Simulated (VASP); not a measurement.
# Pd in VASP: single point with PBE

Aim: the single point of Pd with PBE.

Program: VASP 6.6.1. These are calculated values, not measurements. Logs are shortened: lines on timing, memory, paths and dates and some standing lists are left out, and cuts for length are marked.

### Step 1. The cell of the first run

The cell holds a slab with vacuum, 1 atom: a = 2.789 Å, b = 2.789 Å, c = 16.000 Å, α = 90.00°, β = 90.00°, γ = 90.00°.

### Step 2. Single point, PBE

INCAR reads:

```
PREC     = Accurate       # precision mode
ENCUT    = 520            # plane-wave cutoff, eV
EDIFF    = 1E-6           # SCF threshold, eV
ISMEAR   = -1             # smearing method
SIGMA    = 0.05           # smearing width, eV
LREAL    = False          # projectors in reciprocal space
LASPH    = True           # aspherical terms in the spheres
NELM     = 100            # most SCF steps
ALGO     = Normal         # electronic algorithm
ISIF     = 2              # what is computed and relaxed
LWAVE    = False          # write WAVECAR
LCHARG   = False          # write CHGCAR
LDIPOL   = True         
IDIPOL   = 3            
DIPOL    = 0.5 0.5 0.500
GGA      = PE             # functional
NBANDS   = 11             # bands
```

KPOINTS reads:

```
regular mesh
0
Gamma
  12 12 1
```

POSCAR reads:

```
Pd
1.0
    2.7888697466      0.0000000000      0.0000000000
    0.0000000000      2.7888697466      0.0000000000
    0.0000000000      0.0000000000     16.0000000000
Pd
1
Direct
    0.0000000000      0.0000000000      0.5000000000
```

Potentials or basis: VASP PAW PBE potentials, release 64 (Pd).

Command:

```console
cat potpaw_PBE.64/Pd/POTCAR > POTCAR
mpirun -np 1 vasp_std > vasp.out
```

OUTCAR:

```text
PREC = Accurate
   ENCUT = 520
   EDIFF = 1E-6
   ISMEAR = -1
   LREAL = False
   LASPH = True
   NELM = 100
   ISIF = 2
   GGA = PE

 ion  position               nearest neighbor table
   1  0.000  0.000  0.500-

  LATTYP: Found a simple tetragonal cell.
 ALAT       =     2.7888697466
 C/A-ratio  =     5.7370911709

  Lattice vectors:

 A1 = (   2.7888697466,   0.0000000000,   0.0000000000)
 A2 = (   0.0000000000,   2.7888697466,   0.0000000000)
 A3 = (   0.0000000000,   0.0000000000,  16.0000000000)

Analysis of symmetry for initial positions (statically):
=====================================================================
 Subroutine PRICEL returns:
 Original cell was already a primitive cell.

 Routine SETGRP: Setting up the symmetry group for a
 simple tetragonal supercell.

 Subroutine GETGRP returns: Found 16 space group operations
 (whereof 16 operations were pure point group operations)
 out of a pool of 16 trial point group operations.

The static configuration has the point symmetry D_4h.

Analysis of symmetry for dynamics (positions and initial velocities):
=====================================================================
 Subroutine PRICEL returns:
 Original cell was already a primitive cell.

 Routine SETGRP: Setting up the symmetry group for a
 simple tetragonal supercell.

 Subroutine GETGRP returns: Found 16 space group operations
 (whereof 16 operations were pure point group operations)
 out of a pool of 16 trial point group operations.

The dynamic configuration has the point symmetry D_4h.

 Subroutine INISYM returns: Found 16 space group operations
 (whereof 16 operations are pure point group operations),
 and found     1 'primitive' translations

----------------------------------------------------------------------------------------

                                     Primitive cell

  volume of cell :     124.4447

  direct lattice vectors                    reciprocal lattice vectors
     2.788869747  0.000000000  0.000000000     0.358568198  0.000000000  0.000000000
     0.000000000  2.788869747  0.000000000     0.000000000  0.358568198  0.000000000
     0.000000000  0.000000000 16.000000000     0.000000000  0.000000000  0.062500000

  length of vectors
     2.788869747  2.788869747 16.000000000     0.358568198  0.358568198  0.062500000

  position of ions in fractional coordinates (direct lattice)
     0.000000000  0.000000000  0.500000000

  ion indices of the primitive-cell ions
   primitive index   ion index
                 1           1

----------------------------------------------------------------------------------------

 KPOINTS: regular mesh

Automatic generation of k-mesh.
 Grid dimensions read from file:
 generate k-points for:   12   12    1

 Generating k-lattice:

  Cartesian coordinates                     Fractional coordinates (reciprocal lattice)
     0.029880683  0.000000000  0.000000000     0.083333333  0.000000000  0.000000000
     0.000000000  0.029880683  0.000000000     0.000000000  0.083333333  0.000000000
     0.000000000  0.000000000  0.062500000     0.000000000  0.000000000  1.000000000

  Length of vectors
     0.029880683  0.029880683  0.062500000

  Shift w.r.t. Gamma in fractional coordinates (k-lattice)
     0.000000000  0.000000000  0.000000000

 Subroutine IBZKPT returns following result:
 ===========================================

 Found     28 irreducible k-points:

 Following reciprocal coordinates:
            Coordinates               Weight
  0.000000  0.000000  0.000000      1.000000
  0.083333  0.000000  0.000000      4.000000
  0.166667  0.000000  0.000000      4.000000
  0.250000  0.000000  0.000000      4.000000
  0.333333  0.000000  0.000000      4.000000
  0.416667  0.000000  0.000000      4.000000
[... 16 lines left out ...]
  0.333333  0.333333  0.000000      4.000000
  0.416667  0.333333  0.000000      8.000000
 [... further k-points ...]
   k-points           NKPTS =     28   k-points in BZ     NKDIM =     28   number of bands    NBANDS=     11
   number of dos      NEDOS =    301   number of ions     NIONS =      1
   total plane-waves  NPLWV =  69120
   dimension x,y,z NGX =    24 NGY =   24 NGZ =  120
   dimension x,y,z NGXF=    48 NGYF=   48 NGZF=  240
   ions per type =               1
   NGX,Y,Z   is equivalent  to a cutoff of  14.31, 14.31, 12.47 a.u.
   NGXF,Y,Z  is equivalent  to a cutoff of  28.61, 28.61, 24.94 a.u.
 SYSTEM =  unknown system
   PREC   = accura    normal or accurate (medium, high low for compatibility)
   ISTART =      0    job   : 0-new  1-cont  2-samecut
   ICHARG =      2    charge: 1-file 2-atom 10-const
   ISPIN  =      1    spin polarized calculation?
   LNONCOLLINEAR =      F non collinear calculations
   LSORBIT =      F    spin-orbit coupling
   LASPH  =      T    aspherical Exc in radial PAW
   ENCUT  =  520.0 eV  38.22 Ry    6.18 a.u.   5.19  5.19 29.75*2*pi/ulx,y,z
   NELM   =    100;   NELMIN=  2; NELMDL= -5     # of ELM steps
   EDIFF  = 0.1E-05   stopping-criterion for ELM
   LREAL  =      F    real-space projection
   EDIFFG = 0.1E-04   stopping-criterion for IOM
   NSW    =      0    number of steps for IOM
   IBRION =     -1    ionic relax: 0-MD 1-quasi-New 2-CG
   NFREE  =      0    steps in history (QN), initial steepest desc. (CG)
   ISIF   =      2    stress and relaxation
   ISYM   =      2    0-nonsym 1-usesym 2-fastsym
   POTIM  = 0.5000    time-step for ionic-motion
   TEBEG  =    0.0;   TEEND  =   0.0 temperature during run
   PSTRESS=    0.0 pullay stress
   NELECT =      10.0000    total number of electrons
   NUPDOWN=      -1.0000    fix difference up-down
   EMIN   =  10.00;   EMAX   =-10.00  energy-range for DOS
   EFERMI =   0.00;   METHOD = LEGACY
   ISMEAR =    -1;   SIGMA  =   0.05  broadening in eV -4-tet -1-fermi 0-gaus
   EFERMI_NEDOS =   21; number of points for ismear=-14 and -15
   IALGO  =     38    algorithm
   IMIX   =      4    mixing-type and parameters
     AMIX     =   0.40;   BMIX     =  1.00
     AMIX_MAG =   1.60;   BMIX_MAG =  1.00
  volume/ion in A,a.u.               =     124.44       839.79
  Fermi-wavevector in a.u.,A,eV,Ry     =   0.706452  1.335001  6.790321  0.499074
  Thomas-Fermi vector in A             =   1.792236
   LORBIT       =      0    0 simple, 1 ext, 2 COOP (PROOUT), +10 PAW based schemes
   GGA     = PE    functional components
   LHFCALC =     F    Hartree Fock is set to
   AEXX    =    0.0000 exact exchange contribution
   IVDW    =     0    specifies the selected vdW correction
   LEPSILON=     F    determine dielectric tensor
   LRPA    =     F    only Hartree local field effects (RPA)
 non-spin polarized calculation
  energy-cutoff  :      520.00
  volume of cell :      124.44
 maximum number of plane-waves:      3379
 NGX is ok and might be reduce to    24
   NGX = 11   NGY = 11   NGZ = 59

 number of electron      10.0000000 magnetization

 dipolmoment           0.000000      0.000000     -0.000000 electrons x Angstroem

 Free energy of the ion-electron system (eV)
  ---------------------------------------------------
  ext. energy  EPLUGINS =         0.00000000
  ---------------------------------------------------
  free energy    TOTEN  =        -3.59440887 eV

  energy without entropy =       -3.56545087  energy(sigma->0) =       -3.57992987

 E-fermi :  -3.8283     XC(G=0):  -2.7097

 val. band max:       -3.8645912204   @ k =   0.2500   0.0000   0.0000
 cond. band min:      -3.8277017300   @ k =   0.4167   0.3333   0.0000
 fundamental gap:      0.0368894904
 Fermi energy:        -3.8282534457

 k-point     1 :       0.0000    0.0000    0.0000
  band No.  band energies     occupation
      1      -7.1743      2.00000
      2      -6.8259      2.00000
      3      -4.7180      2.00000
      4      -3.9406      1.80888
      5      -3.9406      1.80888
      6      -3.6475      0.05245
      7      -1.2927      0.00000
      8       1.5469      0.00000
      9       2.3754      0.00000
     10       2.6980      0.00000
     11       4.9644      0.00000

 k-point     2 :       0.0833    0.0000    0.0000
  band No.  band energies     occupation
      1      -7.0353      2.00000
      2      -6.7207      2.00000
      3      -4.6689      2.00000
      4      -4.1275      1.99498
      5      -3.9305      1.77093
      6      -3.7257      0.22771
      7      -1.0489      0.00000
      8       1.6768      0.00000
      9       2.5214      0.00000
     10       2.8261      0.00000
     11       5.1121      0.00000

 k-point     3 :       0.1667    0.0000    0.0000
  band No.  band energies     occupation
      1      -6.8313      2.00000
      2      -6.2202      2.00000
      3      -4.5446      2.00000
      4      -4.5216      2.00000
      5      -3.9325      1.77879
      6      -3.9028      1.63229
      7      -0.4374      0.00000
      8       2.0668      0.00000
      9       2.9529      0.00000
     10       3.2107      0.00000
     11       5.5478      0.00000

 k-point     4 :       0.2500    0.0000    0.0000
  band No.  band energies     occupation
      1      -6.6674      2.00000
      2      -5.3332      2.00000
      3      -4.9968      2.00000
      4      -4.2456      1.99953
      5      -4.2009      1.99884
      6      -3.8646      1.34819
      7       0.4023      0.00000
      8       2.7168      0.00000
      9       3.6535      0.00000
     10       3.8524      0.00000
     11       6.2490      0.00000
[... 239 lines left out ...]
 k-point    22 :       0.5000    0.2500    0.0000
  band No.  band energies     occupation
      1      -5.9671      2.00000
      2      -5.4878      2.00000
      3      -4.8900      2.00000
      4      -4.6016      2.00000
      5      -3.9582      1.86163
      6       0.9834      0.00000
      7       1.6962      0.00000
      8       4.8876      0.00000
      9       6.3924      0.00000
     10       7.3949      0.00000
     11       7.5488      0.00000

 k-point    23 :       0.3333    0.3333    0.0000
  band No.  band energies     occupation
      1      -6.0875      2.00000
      2      -5.1574      2.00000
      3      -4.9458      2.00000
      4      -4.3278      1.99991
      5      -4.2595      1.99964
      6      -1.0898      0.00000
      7       3.8640      0.00000
      8       5.7454      0.00000
      9       5.7537      0.00000
     10       6.8381      0.00000
     11       6.8635      0.00000

 k-point    24 :       0.4167    0.3333    0.0000
  band No.  band energies     occupation
      1      -6.3253      2.00000
      2      -5.3003      2.00000
      3      -4.9623      2.00000
      4      -4.2215      1.99923
      5      -3.8277      0.99448
      6       0.3251      0.00000
      7       4.0964      0.00000
      8       5.0216      0.00000
      9       6.9309      0.00000
     10       7.9108      0.00000
     11       8.0407      0.00000

 [... further k-points ...]

------------------------ aborting loop because EDIFF is reached ----------------------------------------

 vacuum level on the upper side and lower side of the slab       (xc-potential included)        -0.169        -0.169

  FORCE on cell =-STRESS in cart. coord.  units (eV):
  Direction    XX          YY          ZZ          XY          YZ          ZX
  --------------------------------------------------------------------------------------
  -------------------------------------------------------------------------------------
  Total       -2.4516328     -2.4516328     -0.0075588      0.0000000     -0.0000000     -0.0000000
  in kB      -31.5638207    -31.5638207     -0.0973165      0.0000000     -0.0000000     -0.0000000
  external PRESSURE =     -21.0749860 kB  Pullay stress =       0.0000000 kB

 VOLUME and BASIS-vectors are now :
 -----------------------------------------------------------------------------
  energy-cutoff  :      520.00
  volume of cell :      124.44
      direct lattice vectors                 reciprocal lattice vectors
     2.788869747  0.000000000  0.000000000     0.358568198  0.000000000  0.000000000
     0.000000000  2.788869747  0.000000000     0.000000000  0.358568198  0.000000000
     0.000000000  0.000000000 16.000000000     0.000000000  0.000000000  0.062500000

 POSITION                                       TOTAL-FORCE (eV/Angst)
 -----------------------------------------------------------------------------------
      0.00000      0.00000      8.00000         0.000000      0.000000      0.000000
 -----------------------------------------------------------------------------------
    total drift:                                0.000000     -0.000000     -0.000000

  FREE ENERGIE OF THE ION-ELECTRON SYSTEM (eV)
  ---------------------------------------------------
  free  energy   TOTEN  =        -3.5944088746 eV

  energy  without entropy=       -3.5654508675  energy(sigma->0) =       -3.57992987

 vacuum level on the upper side and lower side of the slab         1.746         1.746
```

It took 35 s on 1 thread of Intel Xeon Platinum 8375C at 2.90GHz (Ice Lake), shared host; peak memory 0.24 GiB.

Results:

- Free energy: -3.5944 eV
- Band gap on the k mesh: zero (band 5 reaches -2.82 eV, above the bottom of band 6 at -4.00 eV)

Levels at points of the mesh, in eV from the Fermi level:
```csv
k point,band 1,band 2,band 3,band 4,band 5,band 6,band 7,band 8,band 9,band 10
"(0.00, 0.00, 0.00)",-3.35,-3.00,-0.89,-0.11,-0.11,0.18,2.54,5.38,6.20,6.53
"(0.50, 0.00, 0.00)",-2.54,-1.88,-0.87,-0.34,0.04,2.74,4.99,7.06,9.24,9.99
"(0.50, 0.50, 0.00)",-2.96,-1.43,-1.43,-0.12,1.01,7.22,7.22,10.69,11.77,12.12
```
